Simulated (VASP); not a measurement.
Write the native input for VASP 6.6.1 that does the following.

```yaml
Task: single point
Functional: PBE
Potentials_or_basis: VASP PAW PBE potentials, release 64 (Si, C)
Cutoff: 520 eV
k_mesh: 12 × 12 × 4
Occupations: fermi-dirac, width 0.02 eV
Spin: no spin polarisation
Dipole_correction: no
Further_INCAR_settings: ALGO = Normal; EDIFF = 1e-06; NBANDS = 26
```

The structure of SiC lies in POSCAR:

```
SiC
1.0
    3.0775550330      0.0000000000      0.0000000000
   -1.5387775165      2.6652408402      0.0000000000
    0.0000000000      0.0000000000     10.0767227861
Si C
4 4
Direct
    0.0000000000      0.0000000000     -0.0001405667
    0.3333333333      0.6666666667      0.2499083817
    0.0000000000      0.0000000000      0.4998594333
    0.6666666667      0.3333333333      0.7499083817
    0.0000000000      0.0000000000      0.1872833963
    0.3333333333      0.6666666667      0.4379487887
    0.0000000000      0.0000000000      0.6872833963
    0.6666666667      0.3333333333      0.9379487887
```

One way to write it, as run:

INCAR

```
SYSTEM = SiC
PREC = Accurate
ENCUT = 520
EDIFF = 1E-6
ISMEAR = -1
SIGMA = 0.02
LREAL = .FALSE.
LASPH = .TRUE.
NELM = 100
ALGO = Normal
ISIF = 2
LWAVE = .FALSE.
LCHARG = .FALSE.
GGA = PE
NBANDS = 26
```

KPOINTS

```
regular mesh
0
G
  12 12 4
  0 0 0
```

Potentials or basis: VASP PAW PBE potentials, release 64 (Si, C).

Run with:

```sh
$ cat potpaw_PBE.64/Si/POTCAR potpaw_PBE.64/C/POTCAR > POTCAR
$ mpirun -np 1 vasp_std > vasp.out
```

It gave:

| Property | Result |
| --- | --- |
| Pressure | 3.5 GPa |
| Largest force | 0.006 eV/Å |
| Band gap on the k mesh | 2.23 eV, indirect (least direct gap 3.35 eV) |

Wall time 41 s on 1 thread of Intel(R) Xeon(R) 6975P-C (Granite Rapids), on a shared host, peak memory 0.24 GiB.
